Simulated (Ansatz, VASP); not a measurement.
**Two plane-wave programs on MoS2**

```
S Mo
1.0
     3.19160    0.00000    0.00000
    -1.59580    2.76401    0.00000
     0.00000    0.00000   42.35400
S Mo
4 2
Direct
  0.66667 0.33333 0.21544
  0.66667 0.33333 0.28765
  0.33333 0.66667 0.35637
  0.33333 0.66667 0.42859
  0.33333 0.66667 0.25151
  0.66667 0.33333 0.39252
```

Alike in both runs: functional LDA; k mesh 12 × 12 × 1; occupations gaussian, width 0.02 eV; no spin polarisation.

Ansatz relaxed the structure, and its values are those at the end. VASP's run is a single point on that final structure, the one shown.

|  | VASP | Ansatz |
| --- | --- | --- |
| version | VASP 6.6.1 | Ansatz 0.2.0 |
| potentials or method | VASP PAW LDA potentials, release 64 (S, Mo_sv) | scalar-relativistic, plane waves, PAW |
| plane-wave cutoff (eV) | 520 | 420 |
| valence electrons in the cell | 52 | 52 |

```csv
,VASP,Ansatz,Ansatz less VASP
gap on the k mesh at the Fermi level (eV),0.82,0.81,-0.014
least direct gap on the mesh (eV),1.56,1.56,-0.007
rms of the force components (eV/Å),0.008,0.001,-0.0074
```

LDA's correlation is that of Perdew and Zunger in VASP and of Perdew and Wang (1992) in Ansatz. Ansatz's warnings: slab cell height set, xc potential rough in thin density.
